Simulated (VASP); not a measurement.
# CoH3 (Cmmm) in VASP: single point with PBE

Aim: the single point of CoH3 with PBE.

Program: VASP 6.6.1. These are calculated values, not measurements. Logs are shortened: lines on timing, memory, paths and dates and some standing lists are left out, and cuts for length are marked.

**1. The cell of the first run**

Symmetry: Cmmm, No. 65, orthorhombic system. The conventional cell has a = 3.487 Å, b = 3.488 Å, c = 5.675 Å, α = 90.00°, β = 90.00°, γ = 90.00°. Within 2.3 Å of Co (site symmetry mmm) lie 4 H at 1.74 Å. Within 1.0 Å of H (site symmetry 2mm) lie 1 H at 0.75 Å. H (site symmetry mmm) has 4 Co at 1.74 Å within 2.3 Å.

**2. Single point, PBE, collinear spin, ferromagnetic start**

INCAR

```
PREC = Accurate
ENCUT = 520
EDIFF = 1E-7
ISMEAR = 0
SIGMA = 0.15
LREAL = False
LASPH = True
NELM = 150
ALGO = Normal
ISIF = 2
LWAVE = False
LCHARG = False
ISPIN = 2
MAGMOM = 3 0 0 0
LORBIT = 11
LMAXMIX = 4
GGA = PE
NBANDS = 18
```

KPOINTS

```
Automatic mesh
0
Gamma
  5 5 3
```

POSCAR

```
CoH3
1.0
    1.7437733190     -1.7432500851      0.0000000000
    1.7437733190      1.7432500851      0.0000000000
    0.0000000000      0.0000000000      5.6747713653
Co H
1 3
Direct
    0.0000000000      0.0000000000      0.5000000000
    0.1078867131      0.8921132869      0.0000000000
    0.8921132869      0.1078867131      0.0000000000
    0.5000000000      0.5000000000      0.5000000000
```

Potentials or basis: VASP PAW PBE potentials, release 64 (Co, H).

On the command line:

```
> cat potpaw_PBE.64/Co/POTCAR potpaw_PBE.64/H/POTCAR > POTCAR
> mpirun -np 1 vasp_std > vasp.out
```

OUTCAR:

```text
PREC = Accurate
   ENCUT = 520
   EDIFF = 1E-7
   ISMEAR = 0
   LREAL = False
   LASPH = True
   NELM = 150
   ISIF = 2
   ISPIN = 2
   LORBIT = 11
   GGA = PE

 ion  position               nearest neighbor table
   1  0.000  0.000  0.500-   4 1.74   4 1.74   4 1.74   4 1.74
   2  0.108  0.892  0.000-   3 0.75
   3  0.892  0.108  0.000-   2 0.75
   4  0.500  0.500  0.500-   1 1.74   1 1.74   1 1.74   1 1.74

  LATTYP: Found a base centered orthorhombic cell.
 ALAT       =     3.4865001702
 B/A-ratio  =     1.0003001485
 C/A-ratio  =     1.6276412128

  Lattice vectors:

 A1 = (  -1.7437733190,  -1.7432500851,   0.0000000000)
 A2 = (   1.7437733190,  -1.7432500851,   0.0000000000)
 A3 = (   0.0000000000,   0.0000000000,   5.6747713653)

Analysis of symmetry for initial positions (statically):
=====================================================================
 Subroutine PRICEL returns:
 Original cell was already a primitive cell.

 Routine SETGRP: Setting up the symmetry group for a
 base centered orthorhombic supercell.

 Subroutine GETGRP returns: Found  8 space group operations
 (whereof  8 operations were pure point group operations)
 out of a pool of  8 trial point group operations.

The static configuration has the point symmetry D_2h.

Analysis of symmetry for dynamics (positions and initial velocities):
=====================================================================
 Subroutine PRICEL returns:
 Original cell was already a primitive cell.

 Routine SETGRP: Setting up the symmetry group for a
 base centered orthorhombic supercell.

 Subroutine GETGRP returns: Found  8 space group operations
 (whereof  8 operations were pure point group operations)
 out of a pool of  8 trial point group operations.

The dynamic configuration has the point symmetry D_2h.

Analysis of structural, dynamic, and magnetic symmetry:
=====================================================================
 Subroutine PRICEL returns:
 Original cell was already a primitive cell.

 Routine SETGRP: Setting up the symmetry group for a
 base centered orthorhombic supercell.

 Subroutine GETGRP returns: Found  8 space group operations
 (whereof  8 operations were pure point group operations)
 out of a pool of  8 trial point group operations.

The overall configuration has the point symmetry D_2h.

 Subroutine INISYM returns: Found  8 space group operations
 (whereof  8 operations are pure point group operations),
 and found     1 'primitive' translations

----------------------------------------------------------------------------------------

                                     Primitive cell

  volume of cell :      34.5007

  direct lattice vectors                    reciprocal lattice vectors
     1.743773319 -1.743250085  0.000000000     0.286734517 -0.286820580  0.000000000
     1.743773319  1.743250085  0.000000000     0.286734517  0.286820580  0.000000000
     0.000000000  0.000000000  5.674771365     0.000000000  0.000000000  0.176218553

  length of vectors
     2.465697923  2.465697923  5.674771365     0.405564703  0.405564703  0.176218553

  position of ions in fractional coordinates (direct lattice)
     0.000000000  0.000000000  0.500000000
     0.107886713  0.892113287  0.000000000
     0.892113287  0.107886713  0.000000000
     0.500000000  0.500000000  0.500000000

  ion indices of the primitive-cell ions
   primitive index   ion index
                 1           1
                 2           2
                 3           3
                 4           4

----------------------------------------------------------------------------------------

 KPOINTS: Automatic mesh

Automatic generation of k-mesh.
 Grid dimensions read from file:
 generate k-points for:    5    5    3

 Generating k-lattice:

  Cartesian coordinates                     Fractional coordinates (reciprocal lattice)
     0.057346903 -0.057364116  0.000000000     0.200000000 -0.000000000  0.000000000
     0.057346903  0.057364116  0.000000000    -0.000000000  0.200000000  0.000000000
     0.000000000  0.000000000  0.058739518     0.000000000  0.000000000  0.333333333

  Length of vectors
     0.081112941  0.081112941  0.058739518

  Shift w.r.t. Gamma in fractional coordinates (k-lattice)
     0.000000000  0.000000000  0.000000000

 Subroutine IBZKPT returns following result:
 ===========================================

 Found     18 irreducible k-points:

 Following reciprocal coordinates:
            Coordinates               Weight
  0.000000  0.000000  0.000000      1.000000
  0.200000  0.000000  0.000000      4.000000
  0.400000  0.000000  0.000000      4.000000
  0.200000  0.200000  0.000000      2.000000
  0.400000  0.200000  0.000000      4.000000
 -0.400000  0.200000  0.000000      4.000000
[... 10 lines left out ...]
  0.400000  0.400000  0.333333      4.000000
 -0.400000  0.400000  0.333333      4.000000
   k-points           NKPTS =     18   k-points in BZ     NKDIM =     18   number of bands    NBANDS=     18
   number of dos      NEDOS =    301   number of ions     NIONS =      4
   total plane-waves  NPLWV =  13608
   dimension x,y,z NGX =    18 NGY =   18 NGZ =   42
   dimension x,y,z NGXF=    36 NGYF=   36 NGZF=   84
   ions per type =               1   3
   NGX,Y,Z   is equivalent  to a cutoff of  12.14, 12.14, 12.30 a.u.
   NGXF,Y,Z  is equivalent  to a cutoff of  24.27, 24.27, 24.61 a.u.
 SYSTEM =  unknown system
   PREC   = accura    normal or accurate (medium, high low for compatibility)
   ISTART =      0    job   : 0-new  1-cont  2-samecut
   ICHARG =      2    charge: 1-file 2-atom 10-const
   ISPIN  =      2    spin polarized calculation?
   LNONCOLLINEAR =      F non collinear calculations
   LSORBIT =      F    spin-orbit coupling
   LASPH  =      T    aspherical Exc in radial PAW
   ENCUT  =  520.0 eV  38.22 Ry    6.18 a.u.   4.58  4.58 10.55*2*pi/ulx,y,z
   NELM   =    150;   NELMIN=  2; NELMDL= -5     # of ELM steps
   EDIFF  = 0.1E-06   stopping-criterion for ELM
   LREAL  =      F    real-space projection
   EDIFFG = 0.1E-05   stopping-criterion for IOM
   NSW    =      0    number of steps for IOM
   IBRION =     -1    ionic relax: 0-MD 1-quasi-New 2-CG
   NFREE  =      0    steps in history (QN), initial steepest desc. (CG)
   ISIF   =      2    stress and relaxation
   ISYM   =      2    0-nonsym 1-usesym 2-fastsym
   POTIM  = 0.5000    time-step for ionic-motion
   TEBEG  =    0.0;   TEEND  =   0.0 temperature during run
   PSTRESS=    0.0 pullay stress
   NELECT =      12.0000    total number of electrons
   NUPDOWN=      -1.0000    fix difference up-down
   EMIN   =  10.00;   EMAX   =-10.00  energy-range for DOS
   EFERMI =   0.00;   METHOD = LEGACY
   ISMEAR =     0;   SIGMA  =   0.15  broadening in eV -4-tet -1-fermi 0-gaus
   EFERMI_NEDOS =   21; number of points for ismear=-14 and -15
   IALGO  =     38    algorithm
   IMIX   =      4    mixing-type and parameters
     AMIX     =   0.40;   BMIX     =  1.00
     AMIX_MAG =   1.60;   BMIX_MAG =  1.00
  volume/ion in A,a.u.               =       8.63        58.21
  Fermi-wavevector in a.u.,A,eV,Ry     =   1.151311  2.175662 18.034745  1.325516
  Thomas-Fermi vector in A             =   2.287969
   LORBIT       =     11    0 simple, 1 ext, 2 COOP (PROOUT), +10 PAW based schemes
   GGA     = PE    functional components
   LHFCALC =     F    Hartree Fock is set to
   AEXX    =    0.0000 exact exchange contribution
   IVDW    =     0    specifies the selected vdW correction
   LEPSILON=     F    determine dielectric tensor
   LRPA    =     F    only Hartree local field effects (RPA)
 spin polarized calculation
 Gauss-broadening in eV      SIGMA  =   0.15
  energy-cutoff  :      520.00
  volume of cell :       34.50
 maximum number of plane-waves:       957
 NGX is ok and might be reduce to    18
   NGX =  9   NGY =  9   NGZ = 21

 number of electron      12.0000002 magnetization       1.7063829

 Free energy of the ion-electron system (eV)
  ---------------------------------------------------
  ext. energy  EPLUGINS =         0.00000000
  ---------------------------------------------------
  free energy    TOTEN  =       -15.85414471 eV

  energy without entropy =      -15.83856692  energy(sigma->0) =      -15.84635582

 E-fermi :   2.2826     XC(G=0):  -8.9454

 val. band max:        2.2653536200   @ k =   0.4000   0.0000   0.3333
 cond. band min:       2.4117124721   @ k =  -0.2000   0.2000   0.0000
 fundamental gap:      0.1463588521
 Fermi energy:         2.2825994088

 spin component 1

 k-point     1 :       0.0000    0.0000    0.0000
  band No.  band energies     occupation
      1      -7.7656      1.00000
      2      -6.2979      1.00000
      3      -1.4735      1.00000
      4       0.0942      1.00000
      5       0.9423      1.00000
      6       1.0564      1.00000
[... 354 lines left out ...]
      4      -0.0475      1.00000
      5       0.5233      1.00000
      6       1.3630      1.00000
[... 10 lines left out ...]
     17      18.9693      0.00000
     18      22.0393      0.00000
 Fermi energy:         2.2825994088

 spin component 2

 k-point     1 :       0.0000    0.0000    0.0000
  band No.  band energies     occupation
      1      -7.6346      1.00000
      2      -6.1643      1.00000
      3      -0.2252      1.00000
      4       1.9032      0.99983
      5       2.1239      0.93268
      6       2.5159      0.01392
[... 355 lines left out ...]
      5       2.6700      0.00013
      6       2.7921      0.00000
[... 10 lines left out ...]
     17      19.0829      0.00000
     18      22.1823      0.00000

------------------------ aborting loop because EDIFF is reached ----------------------------------------

  FORCE on cell =-STRESS in cart. coord.  units (eV):
  Direction    XX          YY          ZZ          XY          YZ          ZX
  --------------------------------------------------------------------------------------
  -------------------------------------------------------------------------------------
  Total        0.0068800     -0.0226440      0.1178790     -0.0000000      0.0000000      0.0000000
  in kB        0.3195019     -1.0515616      5.4741777     -0.0000000      0.0000000      0.0000000
  external PRESSURE =       1.5807060 kB  Pullay stress =       0.0000000 kB

 VOLUME and BASIS-vectors are now :
 -----------------------------------------------------------------------------
  energy-cutoff  :      520.00
  volume of cell :       34.50
      direct lattice vectors                 reciprocal lattice vectors
     1.743773319 -1.743250085  0.000000000     0.286734517 -0.286820580  0.000000000
     1.743773319  1.743250085  0.000000000     0.286734517  0.286820580  0.000000000
     0.000000000  0.000000000  5.674771365     0.000000000  0.000000000  0.176218553

 POSITION                                       TOTAL-FORCE (eV/Angst)
 -----------------------------------------------------------------------------------
      0.00000      0.00000      2.83739         0.000000     -0.000000     -0.000000
      1.74377      1.36710      0.00000        -0.000000      0.005881     -0.000000
      1.74377     -1.36710      0.00000        -0.000000     -0.005881      0.000000
      1.74377      0.00000      2.83739         0.000000     -0.000000     -0.000000
 -----------------------------------------------------------------------------------
    total drift:                                0.000000     -0.000000      0.000000

  FREE ENERGIE OF THE ION-ELECTRON SYSTEM (eV)
  ---------------------------------------------------
  free  energy   TOTEN  =       -15.8541447112 eV

  energy  without entropy=      -15.8385669215  energy(sigma->0) =      -15.84635582

 total charge

# of ion       s       p       d       tot
------------------------------------------
    1        0.409   0.390   7.366   8.165
    2        0.605   0.031   0.000   0.636
    3        0.605   0.031   0.000   0.636
    4        0.551   0.030   0.000   0.581
--------------------------------------------------
tot          2.170   0.482   7.366  10.018

 magnetization (x)

# of ion       s       p       d       tot
------------------------------------------
    1        0.023   0.024   1.654   1.701
    2        0.002  -0.000   0.000   0.002
    3        0.002  -0.000   0.000   0.002
    4       -0.010   0.002   0.000  -0.008
--------------------------------------------------
tot          0.018   0.026   1.654   1.698
```

Run time: 19 s. Hardware: 1 thread of Intel Xeon Platinum 8488C (Sapphire Rapids), shared host; peak memory 0.15 GiB.

Results:

```
Free energy                                           : -15.8541 eV
Pressure                                              : 0.2 GPa
Largest force                                         : 0.006 eV/Å
Net moment                                            : 1.71 μB per cell
Site moments                                          : Co +1.70; H +0.00, -0.01 μB
Valence electrons inside the program's atomic spheres : Co 8.16; H 0.64, 0.58
```

Forces in eV/Å, atoms in the order of the input:
```
Co   0.000  0.000  0.000
H    0.000  0.006  0.000
H    0.000 -0.006  0.000
H    0.000  0.000  0.000
```

Caveat: the k points lie up to 0.51 Å⁻¹ apart.
